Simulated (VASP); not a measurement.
The system is MoS2.

```
Mo S
1.0
     6.38318    0.00000    0.00000
     5.59554    3.07162    0.00000
     5.59554    1.43483    2.71591
Mo S
1 2
Direct
  0.00000 0.00000 0.00000
  0.75000 0.75000 0.75000
  0.25000 0.25000 0.25000
```

Program: VASP 6.6.1. Alike in all runs: task single point; no spin polarisation; cell as given; k mesh 11 × 11 × 11; cutoff (eV) 520; smearing fermi-dirac 0.1 eV.

**Question.** Order these runs on this cell by their pressure, lowest first.
A. level LDA; potentials or basis VASP PAW LDA potentials, release 64 (Mo_sv, S)
B. level BLYP; potentials or basis VASP PAW PBE potentials, release 64 (Mo_sv, S)
C. level PBEsol; potentials or basis VASP PAW PBE potentials, release 64 (Mo_sv, S)

**Answer.** A (0.3 GPa), C (3.0 GPa), B (15.7 GPa).

Caveats: the PAW data sets were made with another functional, which shifts forces and pressure a little (at least some runs); the cell stands under pressure (at least some runs).
